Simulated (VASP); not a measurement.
Input of a VASP 6.6.1 run:

INCAR

```
  PREC = Accurate
  ENCUT = 520
  EDIFF = 1E-6
  ISMEAR = -1
  SIGMA = 0.1
  LREAL = False
  LASPH = True
  NELM = 80
  ALGO = Normal
  ISIF = 2
  LWAVE = False
  LCHARG = True
  GGA = PE
  LELF = True
  LVHAR = True
  NBANDS = 15
```

The input KPOINTS:

```
Automatic mesh
0
Gamma
  6 6 6
```

POSCAR

```
TiC
1.0
   -0.0248100000      2.0830400000      2.1335600000
    2.1483200000     -0.0539000000      2.1626500000
    2.1397300000      2.1035300000     -0.0453100000
Ti C
1 1
Direct
    0.9304211602      0.0085451126      0.0264908027
    0.4222100000      0.5576400000      0.5496500000
```

Potentials or basis: VASP PAW PBE potentials, release 64 (Ti_sv, C).

Run with:

```sh
$ cat potpaw_PBE.64/Ti_sv/POTCAR potpaw_PBE.64/C/POTCAR > POTCAR
$ mpirun -np 1 vasp_std > vasp.out
```

(1) What does it give for the pressure?

(2) Estimate the band gap on the k mesh.

Results:

(1) 10.7 GPa.

(2) zero (band 8 reaches 10.06 eV, above the bottom of band 9 at 9.78 eV).

Caveat: the k points lie up to 0.42 Å⁻¹ apart; forces of over 1 eV/Å act on the atoms, so gaps and moduli don't describe the material at rest.
